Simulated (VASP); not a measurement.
# AgAu2 (Pn-3m) in VASP: single point with LDA

Aim: the single point of AgAu2 with LDA.

Program: VASP 6.6.1. These are calculated values, not measurements. Logs are shortened: lines on timing, memory, paths and dates and some standing lists are left out, and cuts for length are marked.

### 1 The cell of the first run

The structure is cubic, space group Pn-3m (No. 224). The conventional cell has a = 5.037 Å, b = 5.037 Å, c = 5.037 Å, α = 90.00°, β = 90.00°, γ = 90.00°. Within 2.9 Å of Ag (site symmetry -43m) lie 4 Au at 2.18 Å. Au (site symmetry -3m) has 2 Ag at 2.18 Å within 2.9 Å.

### 2 Single point, LDA

Input file INCAR:

```
  PREC = Accurate
  ENCUT = 520
  EDIFF = 1E-6
  ISMEAR = -1
  SIGMA = 0.1
  LREAL = False
  LASPH = True
  NELM = 80
  ALGO = Normal
  ISIF = 2
  LWAVE = False
  LCHARG = False
  NBANDS = 42
```

Input file KPOINTS:

```
regular mesh
0
Gamma
  7 7 7
```

Input file POSCAR:

```
AgAu2
1.0
    5.0365880000      0.0000000000      0.0000000000
    0.0000000000      5.0365880000      0.0000000000
    0.0000000000      0.0000000000      5.0365880000
Ag Au
2 4
Direct
    0.0000000000      0.0000000000      0.0000000000
    0.5000000000      0.5000000000      0.5000000000
    0.2500000000      0.2500000000      0.2500000000
    0.2500000000      0.7500000000      0.7500000000
    0.7500000000      0.7500000000      0.2500000000
    0.7500000000      0.2500000000      0.7500000000
```

Potentials or basis: VASP PAW LDA potentials, release 64 (Ag, Au).

The run is started by

```bash
$ cat potpaw_LDA.64/Ag/POTCAR potpaw_LDA.64/Au/POTCAR > POTCAR
$ mpirun -np 1 vasp_std > vasp.out
```

OUTCAR:

```text
PREC = Accurate
   ENCUT = 520
   EDIFF = 1E-6
   ISMEAR = -1
   LREAL = False
   LASPH = True
   NELM = 80
   ISIF = 2

 ion  position               nearest neighbor table
   1  0.000  0.000  0.000-   3 2.18   4 2.18   5 2.18   6 2.18
   2  0.500  0.500  0.500-   3 2.18   4 2.18   5 2.18   6 2.18
   3  0.250  0.250  0.250-   1 2.18   2 2.18   4 3.56   5 3.56   6 3.56   4 3.56   6 3.56   4 3.56
                             5 3.56   4 3.56   5 3.56   6 3.56   6 3.56   5 3.56
   4  0.250  0.750  0.750-   1 2.18   2 2.18   3 3.56   5 3.56   6 3.56   3 3.56   5 3.56   3 3.56
                             6 3.56   3 3.56   5 3.56   6 3.56   5 3.56   6 3.56
   5  0.750  0.750  0.250-   1 2.18   2 2.18   3 3.56   4 3.56   6 3.56   4 3.56   6 3.56   3 3.56
                             6 3.56   6 3.56   3 3.56   4 3.56   4 3.56   3 3.56
   6  0.750  0.250  0.750-   1 2.18   2 2.18   3 3.56   4 3.56   5 3.56   3 3.56   5 3.56   4 3.56
                             5 3.56   5 3.56   3 3.56   4 3.56   3 3.56   4 3.56

  LATTYP: Found a simple cubic cell.
 ALAT       =     5.0365880000

  Lattice vectors:

 A1 = (   5.0365880000,   0.0000000000,   0.0000000000)
 A2 = (   0.0000000000,   5.0365880000,   0.0000000000)
 A3 = (   0.0000000000,   0.0000000000,   5.0365880000)

Analysis of symmetry for initial positions (statically):
=====================================================================
 Subroutine PRICEL returns:
 Original cell was already a primitive cell.

 Routine SETGRP: Setting up the symmetry group for a
 simple cubic supercell.

 Subroutine GETGRP returns: Found 48 space group operations
 (whereof 24 operations were pure point group operations)
 out of a pool of 48 trial point group operations.

The static configuration has the point symmetry T_d .
 The point group associated with its full space group is O_h .

Analysis of symmetry for dynamics (positions and initial velocities):
=====================================================================
 Subroutine PRICEL returns:
 Original cell was already a primitive cell.

 Routine SETGRP: Setting up the symmetry group for a
 simple cubic supercell.

 Subroutine GETGRP returns: Found 48 space group operations
 (whereof 24 operations were pure point group operations)
 out of a pool of 48 trial point group operations.

The dynamic configuration has the point symmetry T_d .
 The point group associated with its full space group is O_h .

 Subroutine INISYM returns: Found 48 space group operations
 (whereof 24 operations are pure point group operations),
 and found     1 'primitive' translations

----------------------------------------------------------------------------------------

                                     Primitive cell

  volume of cell :     127.7642

  direct lattice vectors                    reciprocal lattice vectors
     5.036588000  0.000000000  0.000000000     0.198547112  0.000000000  0.000000000
     0.000000000  5.036588000  0.000000000     0.000000000  0.198547112  0.000000000
     0.000000000  0.000000000  5.036588000     0.000000000  0.000000000  0.198547112

  length of vectors
     5.036588000  5.036588000  5.036588000     0.198547112  0.198547112  0.198547112

  position of ions in fractional coordinates (direct lattice)
     0.000000000  0.000000000  0.000000000
     0.500000000  0.500000000  0.500000000
     0.250000000  0.250000000  0.250000000
     0.250000000  0.750000000  0.750000000
     0.750000000  0.750000000  0.250000000
     0.750000000  0.250000000  0.750000000

  ion indices of the primitive-cell ions
   primitive index   ion index
                 1           1
                 2           2
                 3           3
                 4           4
                 5           5
                 6           6

----------------------------------------------------------------------------------------

 KPOINTS: regular mesh

Automatic generation of k-mesh.
 Grid dimensions read from file:
 generate k-points for:    7    7    7

 Generating k-lattice:

  Cartesian coordinates                     Fractional coordinates (reciprocal lattice)
     0.028363873  0.000000000  0.000000000     0.142857143  0.000000000  0.000000000
     0.000000000  0.028363873  0.000000000     0.000000000  0.142857143  0.000000000
     0.000000000  0.000000000  0.028363873     0.000000000  0.000000000  0.142857143

  Length of vectors
     0.028363873  0.028363873  0.028363873

  Shift w.r.t. Gamma in fractional coordinates (k-lattice)
     0.000000000  0.000000000  0.000000000

 Subroutine IBZKPT returns following result:
 ===========================================

 Found     20 irreducible k-points:

 Following reciprocal coordinates:
            Coordinates               Weight
  0.000000  0.000000  0.000000      1.000000
  0.142857  0.000000  0.000000      6.000000
  0.285714  0.000000  0.000000      6.000000
  0.428571  0.000000  0.000000      6.000000
  0.142857  0.142857  0.000000     12.000000
  0.285714  0.142857  0.000000     24.000000
[... 12 lines left out ...]
  0.428571  0.428571  0.285714     24.000000
  0.428571  0.428571  0.428571      8.000000
   k-points           NKPTS =     20   k-points in BZ     NKDIM =     20   number of bands    NBANDS=     42
   number of dos      NEDOS =    301   number of ions     NIONS =      6
   total plane-waves  NPLWV =  64000
   dimension x,y,z NGX =    40 NGY =   40 NGZ =   40
   dimension x,y,z NGXF=    80 NGYF=   80 NGZF=   80
   ions per type =               2   4
   NGX,Y,Z   is equivalent  to a cutoff of  13.20, 13.20, 13.20 a.u.
   NGXF,Y,Z  is equivalent  to a cutoff of  26.41, 26.41, 26.41 a.u.
 SYSTEM =  unknown system
   PREC   = accura    normal or accurate (medium, high low for compatibility)
   ISTART =      0    job   : 0-new  1-cont  2-samecut
   ICHARG =      2    charge: 1-file 2-atom 10-const
   ISPIN  =      1    spin polarized calculation?
   LNONCOLLINEAR =      F non collinear calculations
   LSORBIT =      F    spin-orbit coupling
   LASPH  =      T    aspherical Exc in radial PAW
   ENCUT  =  520.0 eV  38.22 Ry    6.18 a.u.   9.36  9.36  9.36*2*pi/ulx,y,z
   NELM   =     80;   NELMIN=  2; NELMDL= -5     # of ELM steps
   EDIFF  = 0.1E-05   stopping-criterion for ELM
   LREAL  =      F    real-space projection
   EDIFFG = 0.1E-04   stopping-criterion for IOM
   NSW    =      0    number of steps for IOM
   IBRION =     -1    ionic relax: 0-MD 1-quasi-New 2-CG
   NFREE  =      0    steps in history (QN), initial steepest desc. (CG)
   ISIF   =      2    stress and relaxation
   ISYM   =      2    0-nonsym 1-usesym 2-fastsym
   POTIM  = 0.5000    time-step for ionic-motion
   TEBEG  =    0.0;   TEEND  =   0.0 temperature during run
   PSTRESS=    0.0 pullay stress
   NELECT =      66.0000    total number of electrons
   NUPDOWN=      -1.0000    fix difference up-down
   EMIN   =  10.00;   EMAX   =-10.00  energy-range for DOS
   EFERMI =   0.00;   METHOD = LEGACY
   ISMEAR =    -1;   SIGMA  =   0.10  broadening in eV -4-tet -1-fermi 0-gaus
   EFERMI_NEDOS =   21; number of points for ismear=-14 and -15
   IALGO  =     38    algorithm
   IMIX   =      4    mixing-type and parameters
     AMIX     =   0.40;   BMIX     =  1.00
     AMIX_MAG =   1.60;   BMIX_MAG =  1.00
  volume/ion in A,a.u.               =      21.29       143.70
  Fermi-wavevector in a.u.,A,eV,Ry     =   1.313569  2.482286 23.476374  1.725465
  Thomas-Fermi vector in A             =   2.443883
   LORBIT       =      0    0 simple, 1 ext, 2 COOP (PROOUT), +10 PAW based schemes
   GGA     = CA    functional components
   LHFCALC =     F    Hartree Fock is set to
   AEXX    =    0.0000 exact exchange contribution
   IVDW    =     0    specifies the selected vdW correction
   LEPSILON=     F    determine dielectric tensor
   LRPA    =     F    only Hartree local field effects (RPA)
 non-spin polarized calculation
  energy-cutoff  :      520.00
  volume of cell :      127.76
 maximum number of plane-waves:      3466
 NGX is ok and might be reduce to    40
   NGX = 19   NGY = 19   NGZ = 19

 number of electron      66.0000013 magnetization

 Free energy of the ion-electron system (eV)
  ---------------------------------------------------
  ext. energy  EPLUGINS =         0.00000000
  ---------------------------------------------------
  free energy    TOTEN  =        -9.91200524 eV

  energy without entropy =       -9.84329426  energy(sigma->0) =       -9.87764975

 E-fermi :   5.8644     XC(G=0): -11.2520

 val. band max:        5.8127599277   @ k =   0.4286   0.4286   0.4286
 cond. band min:       6.0592398285   @ k =   0.2857   0.1429   0.1429
 fundamental gap:      0.2464799007
 Fermi energy:         5.8644068391

 k-point     1 :       0.0000    0.0000    0.0000
  band No.  band energies     occupation
      1      -2.7577      2.00000
      2      -2.7577      2.00000
      3      -2.7577      2.00000
      4      -2.2096      2.00000
      5      -1.9070      2.00000
      6      -1.9070      2.00000
[... 34 lines left out ...]
     41      12.6544      0.00000
     42      12.6544      0.00000

 k-point     2 :       0.1429    0.0000    0.0000
  band No.  band energies     occupation
      1      -2.7243      2.00000
      2      -2.7243      2.00000
      3      -2.7130      2.00000
      4      -2.1588      2.00000
      5      -1.8610      2.00000
      6      -1.8540      2.00000
[... 34 lines left out ...]
     41      12.2956      0.00000
     42      12.6882      0.00000

 k-point     3 :       0.2857    0.0000    0.0000
  band No.  band energies     occupation
      1      -2.6409      2.00000
      2      -2.6409      2.00000
      3      -2.5856      2.00000
      4      -2.1115      2.00000
      5      -1.6979      2.00000
      6      -1.6963      2.00000
[... 717 lines left out ...]
      4      -1.8691      2.00000
      5      -1.7243      2.00000
      6      -1.7239      2.00000
[... 34 lines left out ...]
     41      14.9530      0.00000
     42      15.4093      0.00000

 k-point    20 :       0.4286    0.4286    0.4286
  band No.  band energies     occupation
      1      -2.6799      2.00000
      2      -2.6799      2.00000
      3      -2.6656      2.00000
      4      -1.8429      2.00000
      5      -1.8429      2.00000
      6      -1.5741      2.00000
[... 34 lines left out ...]
     41      15.6221      0.00000
     42      16.5395      0.00000

------------------------ aborting loop because EDIFF is reached ----------------------------------------

  FORCE on cell =-STRESS in cart. coord.  units (eV):
  Direction    XX          YY          ZZ          XY          YZ          ZX
  --------------------------------------------------------------------------------------
  -------------------------------------------------------------------------------------
  Total       36.6992025     36.6992025     36.6992025     -0.0000000     -0.0000000      0.0000000
  in kB      460.2119908    460.2119908    460.2119908     -0.0000000     -0.0000000      0.0000000
  external PRESSURE =     460.2119908 kB  Pullay stress =       0.0000000 kB

 VOLUME and BASIS-vectors are now :
 -----------------------------------------------------------------------------
  energy-cutoff  :      520.00
  volume of cell :      127.76
      direct lattice vectors                 reciprocal lattice vectors
     5.036588000  0.000000000  0.000000000     0.198547112  0.000000000  0.000000000
     0.000000000  5.036588000  0.000000000     0.000000000  0.198547112  0.000000000
     0.000000000  0.000000000  5.036588000     0.000000000  0.000000000  0.198547112

 POSITION                                       TOTAL-FORCE (eV/Angst)
 -----------------------------------------------------------------------------------
      0.00000      0.00000      0.00000        -0.000000      0.000000      0.000000
      2.51829      2.51829      2.51829        -0.000000      0.000000      0.000000
      1.25915      1.25915      1.25915         0.000000     -0.000000     -0.000000
      1.25915      3.77744      3.77744        -0.000000     -0.000000      0.000000
      3.77744      3.77744      1.25915        -0.000000     -0.000000      0.000000
      3.77744      1.25915      3.77744         0.000000      0.000000     -0.000000
 -----------------------------------------------------------------------------------
    total drift:                                0.000000     -0.000000     -0.000000

  FREE ENERGIE OF THE ION-ELECTRON SYSTEM (eV)
  ---------------------------------------------------
  free  energy   TOTEN  =        -9.9120052376 eV

  energy  without entropy=       -9.8432942557  energy(sigma->0) =       -9.87764975
```

It took 1.7 min on 1 thread of Intel Xeon Platinum 8488C (Sapphire Rapids), shared host; peak memory 0.25 GiB.

Results:

```
Free energy            : -9.9120 eV
Pressure               : 46.0 GPa
Band gap on the k mesh : zero (bands 33 and 34 overlap by 2.45 eV)
```

Levels at points of the mesh, in eV from the Fermi level:
| k point | band 28 | band 29 | band 30 | band 31 | band 32 | band 33 | band 34 | band 35 | band 36 | band 37 |
| --- | --- | --- | --- | --- | --- | --- | --- | --- | --- | --- |
| (0.00, 0.00, 0.00) | -1.38 | -1.38 | -1.23 | -1.23 | -1.23 | 1.43 | 1.43 | 1.43 | 2.22 | 2.22 |

Caveat: the cell stands under pressure; spin-orbit coupling is left out, which moves the levels of the heavy elements.
